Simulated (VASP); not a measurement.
# BaRe3Pb (C2/m) in VASP: single point with r2SCAN

Aim: the single point of BaRe3Pb with r2SCAN.

Everything below comes from runs of VASP 6.6.1. Logs are shortened: lines on timing, memory, paths and dates and some standing lists are left out, and cuts for length are marked.

## 1. The cell of the first run

It takes space group C2/m (No. 12, monoclinic). The conventional cell has a = 9.175 Å, b = 9.121 Å, c = 6.466 Å, α = 90.00°, β = 134.65°, γ = 90.00°. Within 3.1 Å of Re (site symmetry 2) lie 2 Pb at 2.31 Å and 2 Ba at 3.06 Å. Re (site symmetry m) has 2 Pb at 2.31 Å and 1 Ba at 2.91 Å within 3.1 Å. Within 3.1 Å of Re (site symmetry 2) lie 2 Pb at 2.32 Å and 2 Ba at 3.01 Å. Ba (site symmetry m) has 12 Re at 2.91 to 3.62 Å and 8 Pb at 3.95 to 4.00 Å within 4.0 Å. Within 3.1 Å of Pb (site symmetry -1) lie 6 Re at 2.31 to 2.32 Å.

## 2. Single point, r2SCAN

File POSCAR:

```
BaRe3Pb
1.0
    0.0439145600      4.5606966700      4.5875308800
    0.0439145600     -4.5606966700      4.5875308800
    4.5565767800      0.0000000000     -4.5875308800
Re Ba Pb
6 2 2
Direct
    0.7235000000      0.2765000000      0.0000000000
    0.2765000000      0.7235000000      0.0000000000
    0.1926000000      0.1926000000      0.4476000000
    0.8074000000      0.8074000000      0.5524000000
    0.2850000000      0.7150000000      0.5000000000
    0.7150000000      0.2850000000      0.5000000000
    0.2532000000      0.2532000000      0.0042000000
    0.7468000000      0.7468000000      0.9958000000
    0.5000000000      0.0000000000      0.5000000000
    0.0000000000      0.5000000000      0.5000000000
```

File INCAR.step1:

```
PREC     = Accurate       # precision mode
ENCUT    = 550            # plane-wave cutoff, eV
ISMEAR   = 1              # smearing method
SIGMA    = 0.0343         # smearing width, eV
LREAL    = False          # projectors in reciprocal space
LASPH    = True           # aspherical terms in the spheres
NELM     = 120            # most SCF steps
NBANDS   = 80             # bands
GGA      = PE             # functional
ALGO     = Normal         # electronic algorithm
EDIFF    = 1E-5           # SCF threshold, eV
LWAVE    = True           # write WAVECAR
LCHARG   = False          # write CHGCAR
GGA_COMPAT= False
```

File INCAR.step2:

```
PREC     = Accurate       # precision mode
ENCUT    = 550            # plane-wave cutoff, eV
EDIFF    = 1E-6           # SCF threshold, eV
ISMEAR   = 1              # smearing method
SIGMA    = 0.0343         # smearing width, eV
LREAL    = False          # projectors in reciprocal space
LASPH    = True           # aspherical terms in the spheres
NELM     = 120            # most SCF steps
ALGO     = Normal         # electronic algorithm
ISIF     = 2              # what is computed and relaxed
LWAVE    = False          # write WAVECAR
LCHARG   = False          # write CHGCAR
METAGGA  = R2SCAN         # meta-GGA
LMIXTAU  = True         
NBANDS   = 80             # bands
ISTART   = 1            
GGA_COMPAT= False
```

File KPOINTS:

```
regular mesh
0
Gamma
  4 4 4
```

Potentials or basis: VASP PAW PBE potentials, release 64 (Re_sv_GW, Ba_sv, Pb_d).

Launch:

```console
cat potpaw_PBE.64/Re_sv_GW/POTCAR potpaw_PBE.64/Ba_sv/POTCAR potpaw_PBE.64/Pb_d/POTCAR > POTCAR
cp INCAR.step1 INCAR
mpirun -np 1 vasp_std > vasp.out
cp INCAR.step2 INCAR
mpirun -np 1 vasp_std > vasp.out
```

OUTCAR:

```text
PREC = Accurate
   ENCUT = 550
   EDIFF = 1E-6
   ISMEAR = 1
   LREAL = False
   LASPH = True
   NELM = 120
   ISIF = 2
   METAGGA = R2SCAN
   ISTART = 1

 ion  position               nearest neighbor table
   1  0.724  0.276  0.000-  10 2.31   9 2.31   7 3.06   8 3.06   6 3.23   6 3.23   3 3.27   4 3.27
                             4 3.27   3 3.27   8 3.42   7 3.42
   2  0.276  0.724  0.000-   9 2.31  10 2.31   7 3.06   8 3.06   5 3.23   5 3.23   3 3.27   4 3.27
                             4 3.27   3 3.27   7 3.42   8 3.42
   3  0.193  0.193  0.448-   9 2.31  10 2.31   8 2.91   7 3.23   6 3.25   5 3.25   2 3.27   1 3.27
                             2 3.27   1 3.27   7 3.28   5 3.29   6 3.29   8 3.62
   4  0.807  0.807  0.552-   9 2.31  10 2.31   7 2.91   8 3.23   6 3.25   5 3.25   1 3.27   2 3.27
                             1 3.27   2 3.27   8 3.28   6 3.29   5 3.29   7 3.62
   5  0.285  0.715  0.500-   9 2.32  10 2.32   7 3.01   8 3.01   2 3.23   2 3.23   4 3.25   3 3.25
                             3 3.29   4 3.29   7 3.48   8 3.48
   6  0.715  0.285  0.500-   9 2.32  10 2.32   7 3.01   8 3.01   1 3.23   1 3.23   4 3.25   3 3.25
                             3 3.29   4 3.29   8 3.48   7 3.48
   7  0.253  0.253  0.004-   4 2.91   5 3.01   6 3.01   2 3.06   1 3.06   3 3.23   3 3.28   2 3.42
                             1 3.42   5 3.48   6 3.48   4 3.62  10 3.95   9 3.95   9 3.96  10 3.96
   8  0.747  0.747  0.996-   3 2.91   5 3.01   6 3.01   2 3.06   1 3.06   4 3.23   4 3.28   1 3.42
                             2 3.42   5 3.48   6 3.48   3 3.62  10 3.95   9 3.95  10 3.96   9 3.96
   9  0.500  0.000  0.500-   3 2.31   4 2.31   1 2.31   2 2.31   6 2.32   5 2.32   8 3.95   7 3.95
                             7 3.96   8 3.96   8 3.96   7 3.96   7 4.00   8 4.00
  10  0.000  0.500  0.500-   3 2.31   4 2.31   2 2.31   1 2.31   6 2.32   5 2.32   8 3.95   7 3.95
                             7 3.96   8 3.96   8 3.96   7 3.96   8 4.00   7 4.00

  LATTYP: Found a base centered monoclinic cell.
 ALAT       =     9.1754821265
 B/A-ratio  =     0.9941050742
 C/A-ratio  =     0.7046929515
 COS(beta)  =    -0.7027182845

  Lattice vectors:

 A1 = (   0.0439145600,   4.5606966700,   4.5875308800)
 A2 = (   0.0439145600,  -4.5606966700,   4.5875308800)
 A3 = (   4.5565767800,   0.0000000000,  -4.5875308800)

Analysis of symmetry for initial positions (statically):
=====================================================================
 Subroutine PRICEL returns:
 Original cell was already a primitive cell.

 Routine SETGRP: Setting up the symmetry group for a
 base centered monoclinic supercell.

 Subroutine GETGRP returns: Found  4 space group operations
 (whereof  4 operations were pure point group operations)
[... 144 lines left out ...]
   EMIN   =  10.00;   EMAX   =-10.00  energy-range for DOS
   EFERMI =   0.00;   METHOD = LEGACY
   ISMEAR =     1;   SIGMA  =   0.03  broadening in eV -4-tet -1-fermi 0-gaus
   EFERMI_NEDOS =   21; number of points for ismear=-14 and -15
   IALGO  =     38    algorithm
   IMIX   =      4    mixing-type and parameters
     AMIX     =   0.40;   BMIX     =  1.00
     AMIX_MAG =   1.60;   BMIX_MAG =  1.00
  volume/ion in A,a.u.               =      19.25       129.91
  Fermi-wavevector in a.u.,A,eV,Ry     =   1.465165  2.768759 29.207723  2.146707
  Thomas-Fermi vector in A             =   2.581054
   LORBIT       =      0    0 simple, 1 ext, 2 COOP (PROOUT), +10 PAW based schemes
   METAGGA = R2SCAN    functional components
   LHFCALC =     F    Hartree Fock is set to
   AEXX    =    0.0000 exact exchange contribution
   IVDW    =     0    specifies the selected vdW correction
   LEPSILON=     F    determine dielectric tensor
   LRPA    =     F    only Hartree local field effects (RPA)
 non-spin polarized calculation
 Methfessel and Paxton  Order N= 1 SIGMA  =   0.03
  energy-cutoff  :      550.00
  volume of cell :      192.51
 maximum number of plane-waves:      5669
 NGX is ok and might be reduce to    50
   NGX = 25   NGY = 25   NGZ = 25

 number of electron     137.9999990 magnetization

 Free energy of the ion-electron system (eV)
  ---------------------------------------------------
  ext. energy  EPLUGINS =         0.00000000
  ---------------------------------------------------
  free energy    TOTEN  =      -452.02699833 eV

  energy without entropy =     -452.02604522  energy(sigma->0) =     -452.02668063

 E-fermi :   9.3611     XC(G=0): -13.3360

 val. band max:        9.3587879970   @ k =   0.5000   0.0000  -0.0000
 cond. band min:       9.3617302612   @ k =   0.5000   0.0000   0.5000
 fundamental gap:      0.0029422642
 Fermi energy:         9.3611455394

 k-point     1 :       0.0000    0.0000    0.0000
  band No.  band energies     occupation
      1     -72.2237      2.00000
      2     -72.2202      2.00000
      3     -72.1473      2.00000
      4     -72.1443      2.00000
      5     -72.0838      2.00000
      6     -72.0811      2.00000
[... 1981 lines left out ...]
     79      11.6989      0.00000
     80      11.9348      0.00000

------------------------ aborting loop because EDIFF is reached ----------------------------------------

  FORCE on cell =-STRESS in cart. coord.  units (eV):
  Direction    XX          YY          ZZ          XY          YZ          ZX
  --------------------------------------------------------------------------------------
  -------------------------------------------------------------------------------------
  Total       71.7643788     65.5897144     68.3624876      0.0000000      0.0000000      0.9737153
  in kB      597.2760635    545.8859542    568.9630168      0.0000000      0.0000000      8.1039769
  external PRESSURE =     570.7083448 kB  Pullay stress =       0.0000000 kB

 VOLUME and BASIS-vectors are now :
 -----------------------------------------------------------------------------
  energy-cutoff  :      550.00
  volume of cell :      192.51
      direct lattice vectors                 reciprocal lattice vectors
     0.043914560  4.560696670  4.587530880     0.108684043  0.109632373  0.107950704
     0.043914560 -4.560696670  4.587530880     0.108684043 -0.109632373  0.107950704
     4.556576780  0.000000000 -4.587530880     0.217368087  0.000000000 -0.002080776

 POSITION                                       TOTAL-FORCE (eV/Angst)
 -----------------------------------------------------------------------------------
      0.04391      2.03863      4.58753         0.000000     -0.463846      0.000000
      0.04391     -2.03863      4.58753        -0.000000      0.463846      0.000000
      2.05644      0.00000     -0.28626        -0.618564      0.000000     -0.901073
      2.58797      0.00000      4.87379         0.618564      0.000000      0.901073
      2.32220     -1.96110      2.29377        -0.000000      1.111718     -0.000000
      2.32220      1.96110      2.29377        -0.000000     -1.111718     -0.000000
      0.04138      0.00000      2.30386        -0.533997      0.000000     -0.331362
      4.60303      0.00000      2.28367         0.533997      0.000000      0.331362
      2.30025      2.28035      0.00000         0.000000      0.000000      0.000000
      2.30025     -2.28035      0.00000        -0.000000      0.000000      0.000000
 -----------------------------------------------------------------------------------
    total drift:                                0.000000      0.000000     -0.000000

  FREE ENERGIE OF THE ION-ELECTRON SYSTEM (eV)
  ---------------------------------------------------
  free  energy   TOTEN  =      -452.0269983295 eV

  energy  without entropy=     -452.0260452199  energy(sigma->0) =     -452.02668063
```

OUTCAR.step1:

```text
PREC = Accurate
   ENCUT = 550
   ISMEAR = 1
   LREAL = False
   LASPH = True
[... 2254 lines left out ...]
      0.04138      0.00000      2.30386        -0.510223      0.000000     -0.285200
      4.60303      0.00000      2.28367         0.510223      0.000000      0.285200
      2.30025      2.28035      0.00000         0.000000      0.000000      0.000000
      2.30025     -2.28035      0.00000         0.000000      0.000000      0.000000
 -----------------------------------------------------------------------------------
    total drift:                                0.000000      0.000000     -0.000000

  FREE ENERGIE OF THE ION-ELECTRON SYSTEM (eV)
  ---------------------------------------------------
  free  energy   TOTEN  =       -57.5537550710 eV

  energy  without entropy=      -57.5530408372  energy(sigma->0) =      -57.55351699
```

It took 30 min on 1 thread of Intel Xeon 6975P-C (Granite Rapids), shared host; peak memory 0.58 GiB.

Results:

```yaml
Free_energy: -452.0270 eV
Pressure: 57.1 GPa
Largest_force: 1.112 eV/Å
Band_gap_on_the_k_mesh: zero (bands 69 and 70 overlap by 0.98 eV)
```

Forces in eV/Å, atoms in the order of the input:
```
Re   0.000 -0.464  0.000
Re   0.000  0.464  0.000
Re  -0.619  0.000 -0.901
Re   0.619  0.000  0.901
Re   0.000  1.112  0.000
Re   0.000 -1.112  0.000
Ba  -0.534  0.000 -0.331
Ba   0.534  0.000  0.331
Pb   0.000  0.000  0.000
Pb   0.000  0.000  0.000
```

Caveat: the cell stands under pressure; the PAW data sets were made with another functional, which shifts forces and pressure a little; spin-orbit coupling is left out, which moves the levels of the heavy elements.
